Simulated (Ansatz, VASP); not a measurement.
## ZnS in VASP and in Ansatz

```xyz
12
Lattice="-3.8462 0.0000 0.0000 -1.9231 -3.3309 0.0000 -6.2501 -3.6085 18.8986" Properties=species:S:1:pos:R:3 pbc="T T T"
Zn   -1.4821   -0.8557   14.5642
Zn   -3.4052   -1.9660    5.1149
Zn   -3.4052   -1.9660   11.4163
Zn   -5.3283   -3.0763    1.9670
Zn   -3.4052   -1.9660   17.7174
Zn   -5.3283   -3.0763    8.2681
S    -3.4052   -1.9660    7.4771
S    -7.2514   -4.1866   16.9264
S    -1.4821   -0.8557    1.1808
S    -5.3283   -3.0763   10.6301
S    -3.4052   -1.9660   13.7740
S    -5.3283   -3.0763    4.3247
```

Alike in both runs: task single point; functional PBE; k mesh 8 × 8 × 2; occupations gaussian, width 0.05 eV; no spin polarisation.

```csv
,VASP,Ansatz
version,VASP 6.6.1,Ansatz 0.2.0
potentials or method,"VASP PAW PBE potentials, release 64 (Zn, S), cutoff 520 eV","scalar-relativistic, plane waves, PAW"
valence electrons in the cell,108,108
```

|  | VASP | Ansatz | Ansatz less VASP |
| --- | --- | --- | --- |
| gap on the k mesh at the Fermi level (eV) | 1.39 | 1.38 | -0.001 |
| least direct gap on the mesh (eV) | 1.39 | 1.38 | -0.001 |
| pressure (GPa) | 0.0 | -0.2 | -0.13 |
| traceless stress, the component that is largest in VASP (GPa) | 1.20 | 1.21 | +0.015 |
| rms of the force components (eV/Å) | 0.162 | 0.161 | -0.0007 |

Atom by atom the forces differ by 0.003 eV/Å (rms over components).
